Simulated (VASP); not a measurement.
PrBe3Si:

```xyz
5
Lattice="2.7145 -3.2450 0.0000 2.7145 3.2450 0.0000 -0.3097 0.0000 4.4448" Properties=species:S:1:pos:R:3 pbc="T T T"
Pr    4.9733    0.0000    0.0383
Be    1.9340    1.4310    2.2253
Be    1.9340   -1.4310    2.2253
Be    2.5153    0.0000    4.1040
Si    3.4230    0.0000    2.3122
```

The cell was generated, and may not be a known phase.

| Property | Result |
| --- | --- |
| Program | VASP 6.6.1 |
| Task | relaxation of cell and atoms |
| Functional | PBE |
| Potentials or basis | VASP PAW PBE potentials, release 64 (Pr_3, Be, Si), 4f in core |
| Cutoff | 600 eV |
| k mesh | 4 × 4 × 4 |
| Occupations | gaussian, width 0.2 eV |
| Spin | no spin polarisation |

At the start: pressure 16.7 GPa; volume 15.66 Å³/atom.

Problem. How do energy, volume and symmetry change on relaxing?

Solution. Over 15 steps the energy falls by 1004.3 meV/atom and the volume is 15.11 Å³/atom (-3.5 %); space group Cm (No. 8, to 0.1 Å) before, Amm2 (No. 38, to 0.1 Å).

Step by step:
```tsv
step	energy change (eV)	largest force (eV/Å)	pressure (GPa)	volume (Å³)
1	0.0000	8.8273	16.72	78.31
2	-2.6585	1.0315	-8.79	97.95
3	-2.7921	1.4822	-5.64	92.62
4	-3.4213	1.2885	-3.50	86.02
5	-4.0431	1.6687	4.67	74.98
6	-4.4587	1.6094	3.18	74.69
7	-4.6162	1.8560	3.86	73.81
8	-4.6629	1.7887	3.10	74.17
9	-4.8975	0.7875	-0.90	76.77
10	-4.9205	0.4552	-2.29	77.93
11	-4.9693	0.3980	-0.43	76.01
12	-4.9791	0.4444	1.03	74.71
13	-5.0044	0.3373	0.56	75.00
14	-5.0149	0.2310	0.09	75.35
15	-5.0216	0.0537	-0.13	75.55
```

Final structure:
```yaml
crystal:
  lattice:
    - [3.38413, -2.95727, 0.14902]
    - [3.38413, 2.95727, 0.14902]
    - [-0.16355, 0.00000, 3.76718]
  atoms:
    - { symbol: Pr, position: [0.03627, 0.03627, 0.99073] }
    - { symbol: Be, position: [0.18095, 0.52119, 0.49073] }
    - { symbol: Be, position: [0.52119, 0.18095, 0.49073] }
    - { symbol: Be, position: [0.45979, 0.45979, 0.99183] }
    - { symbol: Si, position: [0.66409, 0.66409, 0.48942] }
```

Caveat: the k points lie up to 0.42 Å⁻¹ apart in the final cell, too coarse for converged energies and pressures of a metal; a cell axis changed by over 15 % at a fixed basis, so the end point is rough; the relaxation stopped at a loose force limit of 0.08 eV/Å, so its end isn't a converged minimum.
